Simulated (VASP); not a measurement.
Write the native input for VASP 6.6.1 that does the following.

- Task: single point
- Functional: PBEsol
- Potentials or basis: VASP PAW PBE potentials, release 64 (Nb_sv)
- Cutoff: 520 eV
- k mesh: 20 × 20 × 20
- Occupations: gaussian, width 0.15 eV
- Spin: no spin polarisation
- Dipole correction: no
- Further INCAR settings: ALGO = Fast; EDIFF = 1e-06; NBANDS = 12

The structure of Nb lies in POSCAR:

```
Nb
1.0
   -1.7138685000      1.7138685000      1.6639500000
    1.7138685000     -1.7138685000      1.6639500000
    1.7138685000      1.7138685000     -1.6639500000
Nb
1
Direct
    0.0000000000      0.0000000000      0.0000000000
```

This cell differs from its parent crystal: strain +0.030 along x and y, +0.000 along z.

The input as run:

INCAR

```
ALGO = Fast ; EDIFF = 1E-6
ENCUT = 520 ; GGA = PS
ISIF = 2 ; ISMEAR = 0
LASPH = T ; LCHARG = F
LREAL = F ; LWAVE = F
NBANDS = 12 ; NELM = 100
PREC = Accurate ; SIGMA = 0.15
```

KPOINTS

```
k-points
0
Gamma
  20 20 20
```

Potentials or basis: VASP PAW PBE potentials, release 64 (Nb_sv).

Run with:

```console
$ cat potpaw_PBE.64/Nb_sv/POTCAR > POTCAR
$ mpirun -np 1 vasp_std > vasp.out
```

Results of the run:

* Pressure: -16.5 GPa

Caveat: the cell differs from its parent crystal (strain +0.030 along x and y, +0.000 along z); the PAW data sets were made with another functional, which shifts forces and pressure a little.

Run time: 93 s on 1 thread of Intel(R) Xeon(R) 6975P-C (Granite Rapids), on a shared host, peak memory 0.26 GiB.
